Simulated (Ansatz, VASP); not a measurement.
**One calculation of Zr3S2, two programs**

The input INCAR:

```
PREC = Accurate
ENCUT = 520
EDIFF = 1E-7
ISMEAR = 0
SIGMA = 0.15
LREAL = False
LASPH = True
NELM = 80
ALGO = Fast
ISIF = 2
LWAVE = False
LCHARG = False
GGA = PS
NBANDS = 32
```

File KPOINTS:

```
regular mesh
0
Gamma
  12 12 12
```

POSCAR

```
Zr3S2
1.0
    2.9361872663      1.6952085086      3.2629628141
   -2.9361872663      1.6952085086      3.2629628141
    0.0000000000     -3.3904170171      3.2629628142
Zr S
3 2
Direct
    0.1618381745      0.8381618255      0.5000000000
    0.5000000000      0.1618381745      0.8381618255
    0.8381618255      0.5000000000      0.1618381745
    0.3349612447      0.3349612447      0.3349612447
    0.6650387553      0.6650387553      0.6650387553
```

Input for Ansatz:

```yaml
crystal:
  lattice:
    - [2.9361872663, 1.6952085086, 3.2629628141]
    - [-2.9361872663, 1.6952085086, 3.2629628141]
    - [0.0, -3.3904170171, 3.2629628142]
  atoms:
    - { symbol: Zr, position: [0.1618381745, 0.8381618255, 0.5] }
    - { symbol: Zr, position: [0.5, 0.1618381745, 0.8381618255] }
    - { symbol: Zr, position: [0.8381618255, 0.5, 0.1618381745] }
    - { symbol: S, position: [0.3349612447, 0.3349612447, 0.3349612447] }
    - { symbol: S, position: [0.6650387553, 0.6650387553, 0.6650387553] }
basis:
  ecutwfc: 420
kpoints:
  mp_grid: { grid: [12, 12, 12] }
hamiltonian:
  xc: pbesol
scf:
  occupations: { method: gaussian, width: 0.15 }
output:
  forces: true
  stress: true
  eigenvalues: true
```

Change from the starting cell: strain +0.025 along x and y, -0.050 along z, atoms carried along.

Alike in both runs: task single point; functional PBEsol; k mesh 12 × 12 × 12; occupations gaussian, width 0.15 eV; no spin polarisation.

|  | VASP | Ansatz |
| --- | --- | --- |
| version | VASP 6.6.1 | Ansatz 0.2.0 |
| potentials or method | VASP PAW PBE potentials, release 64 (Zr_sv, S), cutoff 520 eV | scalar-relativistic, plane waves, PAW |
| valence electrons in the cell | 48 | 48 |

```csv
,VASP,Ansatz,Ansatz less VASP
gap on the k mesh at the Fermi level (eV),none,none,-
pressure (GPa),1.3,1.1,-0.17
"traceless stress, the component that is largest in VASP (GPa)",5.54,5.47,-0.068
rms of the force components (eV/Å),0.040,0.044,+0.0042
```

VASP's potentials were made for PBE, not for PBEsol. Atom by atom the forces differ by 0.004 eV/Å (rms over components). A gap of «none» marks a metal or a gap that the smearing closes.
